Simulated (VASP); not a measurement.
A run of VASP 6.6.1 is set up as follows.

INCAR

```
SYSTEM = ScBiTe3S
  PREC = Accurate
  ENCUT = 520
  EDIFF = 1E-7
  ISMEAR = 0
  SIGMA = 0.1
  LREAL = .FALSE.
  LASPH = .TRUE.
  NELM = 100
  ALGO = Normal
  ISIF = 2
  LWAVE = .FALSE.
  LCHARG = .FALSE.
  GGA = PE
  NBANDS = 34
```

KPOINTS

```
Automatic mesh
0
G
  4 4 2
  0 0 0
```

File POSCAR:

```
ScBiTe3S
1.0
    4.1329153700      0.0000000000      0.0000000000
    0.0000000000      4.1329153700      0.0000000000
    0.0000000000      0.0000000000      9.9599056100
Sc Bi Te S
1 1 3 1
Direct
    0.0000000000      0.0000000000      0.2561786000
    0.5000000000      0.5000000000      0.3937225500
    0.5000000000      0.0000000000      0.3987885400
    0.0000000000      0.5000000000      0.3987885400
    0.5000000000      0.5000000000      0.0403485100
    0.5000000000      0.5000000000      0.5991657400
```

Potentials or basis: VASP PAW PBE potentials, release 64 (Sc_sv, Bi_d, Te, S).

Launch:

```sh
$ cat potpaw_PBE.64/Sc_sv/POTCAR potpaw_PBE.64/Bi_d/POTCAR potpaw_PBE.64/Te/POTCAR potpaw_PBE.64/S/POTCAR > POTCAR
$ mpirun -np 1 vasp_std > vasp.out
```

(1) Estimate the band gap on the k mesh.

(2) What does it give for the pressure?

(3) What does it give for the largest force?

Results:

(1) zero (band 25 reaches 6.35 eV, above the bottom of band 26 at 5.69 eV).

(2) 104.3 GPa.

(3) 15.171 eV/Å.

Caveat: the k points lie up to 0.38 Å⁻¹ apart; spin-orbit coupling is left out, which moves the levels of the heavy elements; this functional lacks dispersion, which binds the layers, so the pressure and a relaxed spacing across them are unreliable; forces of over 1 eV/Å act on the atoms, so gaps and moduli don't describe the material at rest.
